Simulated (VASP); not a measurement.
A run of VASP 6.6.1:

File INCAR:

```
  PREC = Accurate
  ENCUT = 500
  EDIFF = 1E-6
  ISMEAR = 0
  SIGMA = 0.1
  LREAL = F
  LASPH = T
  NELM = 120
  ALGO = Normal
  ISIF = 2
  LWAVE = F
  LCHARG = T
  GGA = PS
  LELF = T
  LVHAR = T
  NBANDS = 14
  GGA_COMPAT = F
```

The input KPOINTS:

```
regular mesh
0
Gamma
  6 6 6
```

POSCAR

```
NaI
1.0
    3.8191841678      0.0000000000      0.0000000000
    0.0000000000      3.8191841678      0.0000000000
    0.0000000000      0.0000000000      3.8191841678
Na I
1 1
Direct
    0.0000000000      0.0000000000      0.0000000000
    0.5000000000      0.5000000000      0.5000000000
```

Potentials or basis: VASP PAW PBE potentials, release 64 (Na_pv, I).

The run is started by

```console
$ cat potpaw_PBE.64/Na_pv/POTCAR potpaw_PBE.64/I/POTCAR > POTCAR
$ mpirun -np 1 vasp_std > vasp.out
```

Hardware: 1 thread of AMD EPYC 9R45 96-Core Processor (Zen 5), with other jobs on the host.

Question: Estimate the wall time of this run.

Answer: It took 7.9 s on 1 thread of AMD EPYC 9R45 96-Core Processor (Zen 5) (shared host), peak memory 0.13 GiB. Counts: scf iterations 11, k points 20.
